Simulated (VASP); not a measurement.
# MnSb (P6_3/mmc) in VASP: a series of runs

MnSb is run at these levels: PBEsol; tasks: single point.

All numbers are computed with VASP 6.6.1; they aren't measurements. Logs are shortened: lines on timing, memory, paths and dates and some standing lists are left out, and cuts for length are marked.

## Step 1: The cell of the first run

The structure is hexagonal, space group P6_3/mmc (No. 194). The conventional cell has a = 4.080 Å, b = 4.080 Å, c = 5.682 Å, α = 90.00°, β = 90.00°, γ = 120.00°. Within 3.6 Å of Mn (site symmetry -3m) lie 6 Sb at 2.75 Å and 2 Mn at 2.84 Å. Sb (site symmetry -6m2) has 6 Mn at 2.75 Å within 3.6 Å.

## Step 2: Single point, PBEsol (volume scaled by 0.95)

File INCAR:

```
PREC = Accurate ; ENCUT = 520
EDIFF = 1E-6 ; ISMEAR = -1
SIGMA = 0.1 ; LREAL = F
LASPH = T ; NELM = 80
ALGO = Normal ; ISIF = 2
LWAVE = F ; LCHARG = F
GGA = PS ; NBANDS = 26
```

File KPOINTS:

```
Automatic mesh
0
Gamma
  9 9 6
```

File POSCAR:

```
MnSb
1.0
    4.0796474258      0.0000000000      0.0000000000
   -2.0398237129      3.5330783093      0.0000000000
    0.0000000000      0.0000000000      5.6820149690
Mn Sb
2 2
Direct
    0.0000000000      0.0000000000      0.0000000000
    0.0000000000      0.0000000000      0.5000000000
    0.3333333333      0.6666666667      0.2500000000
    0.6666666667      0.3333333333      0.7500000000
```

Potentials or basis: VASP PAW PBE potentials, release 64 (Mn_pv, Sb).

On the command line:

```sh
> cat potpaw_PBE.64/Mn_pv/POTCAR potpaw_PBE.64/Sb/POTCAR > POTCAR
> mpirun -np 1 vasp_std > vasp.out
```

OUTCAR:

```text
PREC = Accurate
   ENCUT = 520
   EDIFF = 1E-6
   ISMEAR = -1
   LREAL = F
   LASPH = T
   NELM = 80
   ISIF = 2
   GGA = PS

 ion  position               nearest neighbor table
   1  0.000  0.000  0.000-   3 2.75   4 2.75   4 2.75   3 2.75   4 2.75   3 2.75   2 2.84   2 2.84

   2  0.000  0.000  0.500-   3 2.75   4 2.75   4 2.75   3 2.75   4 2.75   3 2.75   1 2.84   1 2.84

   3  0.333  0.667  0.250-   1 2.75   2 2.75   1 2.75   2 2.75   1 2.75   2 2.75   4 3.69   4 3.69
                             4 3.69   4 3.69   4 3.69   4 3.69
   4  0.667  0.333  0.750-   1 2.75   2 2.75   1 2.75   2 2.75   1 2.75   2 2.75   3 3.69   3 3.69
                             3 3.69   3 3.69   3 3.69   3 3.69

  LATTYP: Found a hexagonal cell.
 ALAT       =     4.0796474258
 C/A-ratio  =     1.3927710844

  Lattice vectors:

 A1 = (   4.0796474258,   0.0000000000,   0.0000000000)
 A2 = (  -2.0398237129,   3.5330783093,   0.0000000000)
 A3 = (   0.0000000000,   0.0000000000,   5.6820149690)

Analysis of symmetry for initial positions (statically):
=====================================================================
 Subroutine PRICEL returns:
 Original cell was already a primitive cell.

 Routine SETGRP: Setting up the symmetry group for a
 hexagonal supercell.

 Subroutine GETGRP returns: Found 24 space group operations
 (whereof 12 operations were pure point group operations)
 out of a pool of 24 trial point group operations.

The static configuration has the point symmetry D_3d.
 The point group associated with its full space group is D_6h.

Analysis of symmetry for dynamics (positions and initial velocities):
=====================================================================
 Subroutine PRICEL returns:
 Original cell was already a primitive cell.

 Routine SETGRP: Setting up the symmetry group for a
 hexagonal supercell.

 Subroutine GETGRP returns: Found 24 space group operations
 (whereof 12 operations were pure point group operations)
 out of a pool of 24 trial point group operations.

The dynamic configuration has the point symmetry D_3d.
 The point group associated with its full space group is D_6h.

 Subroutine INISYM returns: Found 24 space group operations
 (whereof 12 operations are pure point group operations),
 and found     1 'primitive' translations

----------------------------------------------------------------------------------------

                                     Primitive cell
[... 88 lines left out ...]
   ICHARG =      2    charge: 1-file 2-atom 10-const
   ISPIN  =      1    spin polarized calculation?
   LNONCOLLINEAR =      F non collinear calculations
   LSORBIT =      F    spin-orbit coupling
   LASPH  =      T    aspherical Exc in radial PAW
   ENCUT  =  520.0 eV  38.22 Ry    6.18 a.u.   7.59  7.59 10.56*2*pi/ulx,y,z
   NELM   =     80;   NELMIN=  2; NELMDL= -5     # of ELM steps
   EDIFF  = 0.1E-05   stopping-criterion for ELM
   LREAL  =      F    real-space projection
   EDIFFG = 0.1E-04   stopping-criterion for IOM
   NSW    =      0    number of steps for IOM
   IBRION =     -1    ionic relax: 0-MD 1-quasi-New 2-CG
   NFREE  =      0    steps in history (QN), initial steepest desc. (CG)
   ISIF   =      2    stress and relaxation
   ISYM   =      2    0-nonsym 1-usesym 2-fastsym
   POTIM  = 0.5000    time-step for ionic-motion
   TEBEG  =    0.0;   TEEND  =   0.0 temperature during run
   PSTRESS=    0.0 pullay stress
   NELECT =      36.0000    total number of electrons
   NUPDOWN=      -1.0000    fix difference up-down
   EMIN   =  10.00;   EMAX   =-10.00  energy-range for DOS
   EFERMI =   0.00;   METHOD = LEGACY
   ISMEAR =    -1;   SIGMA  =   0.10  broadening in eV -4-tet -1-fermi 0-gaus
   EFERMI_NEDOS =   21; number of points for ismear=-14 and -15
   IALGO  =     38    algorithm
   IMIX   =      4    mixing-type and parameters
     AMIX     =   0.40;   BMIX     =  1.00
     AMIX_MAG =   1.60;   BMIX_MAG =  1.00
  volume/ion in A,a.u.               =      20.47       138.17
  Fermi-wavevector in a.u.,A,eV,Ry     =   1.244752  2.352241 21.080977  1.549408
  Thomas-Fermi vector in A             =   2.379005
   LORBIT       =      0    0 simple, 1 ext, 2 COOP (PROOUT), +10 PAW based schemes
   GGA     = PS    functional components
   LHFCALC =     F    Hartree Fock is set to
   AEXX    =    0.0000 exact exchange contribution
   IVDW    =     0    specifies the selected vdW correction
   LEPSILON=     F    determine dielectric tensor
   LRPA    =     F    only Hartree local field effects (RPA)
 non-spin polarized calculation
  energy-cutoff  :      520.00
  volume of cell :       81.90
 maximum number of plane-waves:      2236
   NGX = 15   NGY = 15   NGZ = 21

 number of electron      36.0000047 magnetization

 Free energy of the ion-electron system (eV)
  ---------------------------------------------------
  ext. energy  EPLUGINS =         0.00000000
  ---------------------------------------------------
  free energy    TOTEN  =       -26.94253558 eV

  energy without entropy =      -26.62671384  energy(sigma->0) =      -26.78462471

 E-fermi :   7.5924     XC(G=0): -11.0199

 val. band max:        7.5913300425   @ k =   0.4444   0.1111   0.1667
 cond. band min:       7.5999615785   @ k =   0.1111   0.0000   0.1667
 fundamental gap:      0.0086315360
 Fermi energy:         7.5923614548

 k-point     1 :       0.0000    0.0000    0.0000
  band No.  band energies     occupation
      1     -40.0248      2.00000
      2     -39.9208      2.00000
      3     -39.7858      2.00000
      4     -39.7858      2.00000
      5     -39.7754      2.00000
      6     -39.7754      2.00000
[... 685 lines left out ...]
     25      11.7895      0.00000
     26      15.3613      0.00000

 [... further k-points ...]
[... 5 lines left out ...]
  --------------------------------------------------------------------------------------
  -------------------------------------------------------------------------------------
  Total       -7.6278874     -7.6278874    -11.2997411      0.0000000     -0.0000000      0.0000000
  in kB     -149.2232817   -149.2232817   -221.0552354      0.0000000     -0.0000000      0.0000000
  external PRESSURE =    -173.1672662 kB  Pullay stress =       0.0000000 kB

 VOLUME and BASIS-vectors are now :
 -----------------------------------------------------------------------------
  energy-cutoff  :      520.00
  volume of cell :       81.90
      direct lattice vectors                 reciprocal lattice vectors
     4.079647426  0.000000000  0.000000000     0.245119221  0.141519648  0.000000000
    -2.039823713  3.533078309  0.000000000     0.000000000  0.283039297  0.000000000
     0.000000000  0.000000000  5.682014969     0.000000000  0.000000000  0.175993905

 POSITION                                       TOTAL-FORCE (eV/Angst)
 -----------------------------------------------------------------------------------
      0.00000      0.00000      0.00000        -0.000000      0.000000     -0.000000
      0.00000      0.00000      2.84101        -0.000000      0.000000     -0.000000
     -0.00000      2.35539      1.42050         0.000000      0.000000      0.000000
      2.03982      1.17769      4.26151         0.000000      0.000000      0.000000
 -----------------------------------------------------------------------------------
    total drift:                                0.000000      0.000000      0.000000

  FREE ENERGIE OF THE ION-ELECTRON SYSTEM (eV)
  ---------------------------------------------------
  free  energy   TOTEN  =       -26.9425355816 eV

  energy  without entropy=      -26.6267138450  energy(sigma->0) =      -26.78462471
```

stdout:

```text
POSCAR found type information on POSCAR MnSb
 POSCAR found :  2 types and       4 ions
 scaLAPACK will be used
 -----------------------------------------------------------------------------
|                                                                             |
|                                                                             |
|     You enforced a specific xc type in the INCAR file but a different       |
|     I HOPE YOU KNOW WHAT YOU ARE DOING!                                     |
|                                                                             |
 -----------------------------------------------------------------------------

 LDA part: xc-table for (Slater+PW92), standard interpolation
 POSCAR, INCAR and KPOINTS ok, starting setup
 FFT: planning ... GRIDC
 FFT: planning ... GRID_SOFT
 FFT: planning ... GRID
 WAVECAR not read
 entering main loop
```

It took 53 s on 1 thread of Intel Xeon 6975P-C (Granite Rapids), shared host; peak memory 0.24 GiB.

What came out:

* Free energy: -26.9425 eV
* Pressure: -17.3 GPa
* Band gap on the k mesh: zero (band 18 reaches 7.80 eV, above the bottom of band 19 at 7.48 eV)

Levels at points of the mesh, in eV from the Fermi level:
```
           k point  band 14  band 15  band 16  band 17  band 18  band 19  band 20  band 21  band 22  band 23
(0.00, 0.00, 0.00)    -1.01    -0.53    -0.53     0.21     0.21     1.03     1.03     1.46     3.08     3.57
(0.00, 0.00, 0.50)    -1.90    -0.53    -0.53    -0.53    -0.53     0.50     0.50     2.87     2.87     2.87
```

Caveat: the cell differs from its parent crystal (volume scaled by 0.95); the PAW data sets were made with another functional, which shifts forces and pressure a little; spin-orbit coupling is left out, which moves the levels of the heavy elements. Spin polarisation is off, so any magnetic state and its effect on volume and gap are missing.

## Step 3: Single point, PBEsol

This run uses another cell than the first one, of 21.55 Å³/atom, 1.053 times its volume.

File INCAR:

```
SYSTEM = MnSb
ALGO     = Normal         ! electronic algorithm
EDIFF    = 1E-6           ! SCF threshold, eV
ENCUT    = 520            ! plane-wave cutoff, eV
GGA      = PS             ! functional
ISIF     = 2              ! what is computed and relaxed
ISMEAR   = -1             ! smearing method
LASPH    = .TRUE.         ! aspherical terms in the spheres
LCHARG   = .TRUE.         ! write CHGCAR
LELF     = .TRUE.         ! ELF
LREAL    = .FALSE.        ! projectors in reciprocal space
LVHAR    = .TRUE.       
LWAVE    = .FALSE.        ! write WAVECAR
NBANDS   = 26             ! bands
NELM     = 60             ! most SCF steps
PREC     = Accurate       ! precision mode
SIGMA    = 0.1            ! smearing width, eV
```

File KPOINTS:

```
k-points
0
G
  9 9 6
  0 0 0
```

File POSCAR:

```
MnSb
1.0
    4.1500000000      0.0000000000      0.0000000000
   -2.0750000000      3.5940054257      0.0000000000
    0.0000000000      0.0000000000      5.7800000000
Mn Sb
2 2
Direct
    0.0000000000      0.0000000000      0.0000000000
    0.0000000000      0.0000000000      0.5000000000
    0.3333333333      0.6666666667      0.2500000000
    0.6666666667      0.3333333333      0.7500000000
```

Potentials or basis: VASP PAW PBE potentials, release 64 (Mn_pv, Sb).

On the command line:

```sh
> cat potpaw_PBE.64/Mn_pv/POTCAR potpaw_PBE.64/Sb/POTCAR > POTCAR
> mpirun -np 1 vasp_std > vasp.out
```

Wall time 56 s (1 thread of Intel Xeon 6975P-C (Granite Rapids), shared host); peak memory 0.26 GiB.

The run converged. Its results:

```
Free energy            : -26.4439 eV
Pressure               : -19.6 GPa
Band gap on the k mesh : zero (band 18 reaches 7.20 eV, above the bottom of band 19 at 6.89 eV)
```

Stress tensor (GPa, compression positive):
```
-17.48   0.00   0.00
  0.00 -17.48   0.00
  0.00   0.00 -23.83
```

Levels at points of the mesh, in eV from the Fermi level:
| k point | band 15 | band 16 | band 17 | band 18 | band 19 | band 20 | band 21 | band 22 |
| --- | --- | --- | --- | --- | --- | --- | --- | --- |
| (0.00, 0.00, 0.00) | -0.49 | -0.49 | 0.19 | 0.19 | 0.93 | 0.93 | 1.34 | 2.85 |
| (0.00, 0.00, 0.50) | -0.49 | -0.49 | -0.49 | -0.49 | 0.37 | 0.37 | 2.67 | 2.67 |

Caveat: the PAW data sets were made with another functional, which shifts forces and pressure a little; spin-orbit coupling is left out, which moves the levels of the heavy elements.

## Step 4: Single point, PBEsol (volume scaled by 1.05)

File INCAR:

```
SYSTEM = MnSb
ALGO = Normal
EDIFF = 1E-6
ENCUT = 520
GGA = PS
ISIF = 2
ISMEAR = -1
LASPH = .True.
LCHARG = .False.
LREAL = .False.
LWAVE = .False.
NBANDS = 26
NELM = 60
PREC = Accurate
SIGMA = 0.1
```

File KPOINTS:

```
k-points
0
Gamma
  9 9 6
  0 0 0
```

File POSCAR:

```
MnSb
1.0
    4.2180448808      0.0000000000      0.0000000000
   -2.1090224404      3.6529340210      0.0000000000
    0.0000000000      0.0000000000      5.8747709424
Mn Sb
2 2
Direct
    0.0000000000      0.0000000000      0.0000000000
    0.0000000000      0.0000000000      0.5000000000
    0.3333333333      0.6666666667      0.2500000000
    0.6666666667      0.3333333333      0.7500000000
```

On the command line:

```sh
> cat potpaw_PBE.64/Mn_pv/POTCAR potpaw_PBE.64/Sb/POTCAR > POTCAR
> mpirun -np 1 vasp_std > vasp.out
```

It took 55 s on 1 thread of Intel Xeon 6975P-C (Granite Rapids), shared host; peak memory 0.27 GiB.

It converged, with:

```
Free energy            : -25.8962 eV
Pressure               : -21.0 GPa
Band gap on the k mesh : zero (band 18 reaches 6.64 eV, above the bottom of band 19 at 6.36 eV)
```

Stress tensor (GPa, compression positive):
```
-19.15   0.00   0.00
  0.00 -19.15   0.00
  0.00   0.00 -24.77
```

Levels at points of the mesh, in eV from the Fermi level:
```csv
k point,band 16,band 17,band 18,band 19,band 20,band 21
"(0.00, 0.00, 0.00)",-0.45,0.18,0.18,0.84,0.84,1.24
"(0.00, 0.00, 0.50)",-0.44,-0.44,-0.44,0.26,0.26,2.49
```

Caveat: the cell differs from its parent crystal (volume scaled by 1.05); the PAW data sets were made with another functional, which shifts forces and pressure a little; spin-orbit coupling is left out, which moves the levels of the heavy elements. Spin polarisation is off, so any magnetic state and its effect on volume and gap are missing.

## Step 5: Single point, PBEsol (volume scaled by 1.1)

File INCAR:

```
SYSTEM = MnSb
  PREC = Accurate
  ENCUT = 520
  EDIFF = 1E-7
  ISMEAR = -1
  SIGMA = 0.1
  LREAL = .FALSE.
  LASPH = .TRUE.
  NELM = 100
  ALGO = Normal
  ISIF = 2
  LWAVE = .FALSE.
  LCHARG = .TRUE.
  GGA = PS
  LELF = .TRUE.
  LVHAR = .TRUE.
  NBANDS = 26
```

File KPOINTS:

```
Automatic mesh
0
G
  9 9 6
  0 0 0
```

File POSCAR:

```
MnSb
1.0
    4.2839624791      0.0000000000      0.0000000000
   -2.1419812396      3.7100203358      0.0000000000
    0.0000000000      0.0000000000      5.9665790673
Mn Sb
2 2
Direct
    0.0000000000      0.0000000000      0.0000000000
    0.0000000000      0.0000000000      0.5000000000
    0.3333333333      0.6666666667      0.2500000000
    0.6666666667      0.3333333333      0.7500000000
```

On the command line:

```sh
> cat potpaw_PBE.64/Mn_pv/POTCAR potpaw_PBE.64/Sb/POTCAR > POTCAR
> mpirun -np 1 vasp_std > vasp.out
```

Wall time 63 s (1 thread of Intel Xeon 6975P-C (Granite Rapids), shared host); peak memory 0.27 GiB.

It converged, with:

```yaml
Free_energy: -25.3188 eV
Pressure: -21.8 GPa
Band_gap_on_the_k_mesh: zero (band 18 reaches 6.14 eV, above the bottom of band 19 at 5.88 eV)
```

Stress tensor (GPa, compression positive):
```
-20.18   0.00   0.00
  0.00 -20.18   0.00
  0.00   0.00 -25.17
```

Levels at points of the mesh, in eV from the Fermi level:
```csv
k point,band 16,band 17,band 18,band 19,band 20,band 21
"(0.00, 0.00, 0.00)",-0.42,0.16,0.16,0.77,0.77,1.15
"(0.00, 0.00, 0.50)",-0.41,-0.41,-0.41,0.18,0.18,2.33
```

Caveat: the cell differs from its parent crystal (volume scaled by 1.1); the PAW data sets were made with another functional, which shifts forces and pressure a little; spin-orbit coupling is left out, which moves the levels of the heavy elements. Spin polarisation is off, so any magnetic state and its effect on volume and gap are missing.

## Step 6: Single point, PBEsol (volume scaled by 1.18)

File INCAR:

```
SYSTEM = MnSb
  ALGO = Normal
  EDIFF = 1E-7
  ENCUT = 520
  GGA = PS
  ISIF = 2
  ISMEAR = -1
  LASPH = .TRUE.
  LCHARG = .TRUE.
  LELF = .TRUE.
  LREAL = .FALSE.
  LVHAR = .TRUE.
  LWAVE = .FALSE.
  NBANDS = 26
  NELM = 80
  PREC = Accurate
  SIGMA = 0.1
```

File KPOINTS:

```
k-points
0
G
  9 9 6
  0 0 0
```

File POSCAR:

```
MnSb
1.0
    4.3853954918      0.0000000000      0.0000000000
   -2.1926977459      3.7978639016      0.0000000000
    0.0000000000      0.0000000000      6.1078520344
Mn Sb
2 2
Direct
    0.0000000000      0.0000000000      0.0000000000
    0.0000000000      0.0000000000      0.5000000000
    0.3333333333      0.6666666667      0.2500000000
    0.6666666667      0.3333333333      0.7500000000
```

Potentials or basis: VASP PAW PBE potentials, release 64 (Mn_pv, Sb).

On the command line:

```sh
> cat potpaw_PBE.64/Mn_pv/POTCAR potpaw_PBE.64/Sb/POTCAR > POTCAR
> mpirun -np 1 vasp_std > vasp.out
```

Wall time 72 s (1 thread of Intel Xeon 6975P-C (Granite Rapids), shared host); peak memory 0.3 GiB.

It converged, with:

| Property | Result |
| --- | --- |
| Free energy | -24.3658 eV |
| Pressure | -22.3 GPa |
| Band gap on the k mesh | zero (band 18 reaches 5.41 eV, above the bottom of band 19 at 5.18 eV) |

Stress tensor (GPa, compression positive):
```
-20.93   0.00   0.00
  0.00 -20.93   0.00
  0.00   0.00 -25.06
```

Levels at points of the mesh, in eV from the Fermi level:
| k point | band 15 | band 16 | band 17 | band 18 | band 19 | band 20 | band 21 | band 22 |
| --- | --- | --- | --- | --- | --- | --- | --- | --- |
| (0.00, 0.00, 0.00) | -0.38 | -0.38 | 0.14 | 0.14 | 0.67 | 0.67 | 1.03 | 2.24 |
| (0.00, 0.00, 0.50) | -0.35 | -0.35 | -0.35 | -0.35 | 0.07 | 0.07 | 2.11 | 2.11 |

Caveat: the cell differs from its parent crystal (volume scaled by 1.18); the PAW data sets were made with another functional, which shifts forces and pressure a little; spin-orbit coupling is left out, which moves the levels of the heavy elements. Spin polarisation is off, so any magnetic state and its effect on volume and gap are missing.

## Step 7: Overview

| cell | gap on the mesh (eV) | pressure (GPa) |
| --- | --- | --- |
| a = 4.080, b = 4.080, c = 5.682 Å, angles 90.0, 90.0, 120.0°, 4 atoms | none | -17.3 |
| a = 4.150, b = 4.150, c = 5.780 Å, angles 90.0, 90.0, 120.0°, 4 atoms | none | -19.6 |
| a = 4.218, b = 4.218, c = 5.875 Å, angles 90.0, 90.0, 120.0°, 4 atoms | none | -21.0 |
| a = 4.284, b = 4.284, c = 5.967 Å, angles 90.0, 90.0, 120.0°, 4 atoms | none | -21.8 |
| a = 4.385, b = 4.385, c = 6.108 Å, angles 90.0, 90.0, 120.0°, 4 atoms | none | -22.3 |

Alike in all rows: task single point; level PBEsol; potentials or basis VASP PAW PBE potentials, release 64 (Mn_pv, Sb); no spin polarisation; k mesh 9 × 9 × 6; cutoff (eV) 520; smearing fermi-dirac 0.1 eV.

Caveats: the PAW data sets were made with another functional, which shifts forces and pressure a little; spin-orbit coupling is left out, which moves the levels of the heavy elements.

Total energies depend on the potentials used, so only differences within one code and one set of settings carry meaning.
